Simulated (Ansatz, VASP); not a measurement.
One calculation of Ca, two programs

```xyz
1
Lattice="0.0000 2.7275 2.7275 2.7275 0.0000 2.7275 2.7275 2.7275 0.0000" Properties=species:S:1:pos:R:3 pbc="T T T"
Ca    0.0000    0.0000    0.0000
```

Alike in both runs: task single point; functional PBEsol; k mesh 25 × 25 × 25; no spin polarisation.

|  | VASP | Ansatz |
| --- | --- | --- |
| version | VASP 6.6.1 | Ansatz 0.2.0 |
| potentials or method | VASP PAW PBE potentials, release 64 (Ca_sv) | plane-wave PAW, scalar-relativistic |
| plane-wave cutoff (eV) | 520 | 420 |
| occupations | methfessel-paxton of order 1, width 0.1 eV | cold, width 0.1 eV |
| valence electrons in the cell | 10 | 10 |

|  | VASP | Ansatz | Ansatz less VASP |
| --- | --- | --- | --- |
| pressure (GPa) | 0.0 | 0.0 | -0.01 |

VASP's potentials were made for PBE, not for PBEsol.
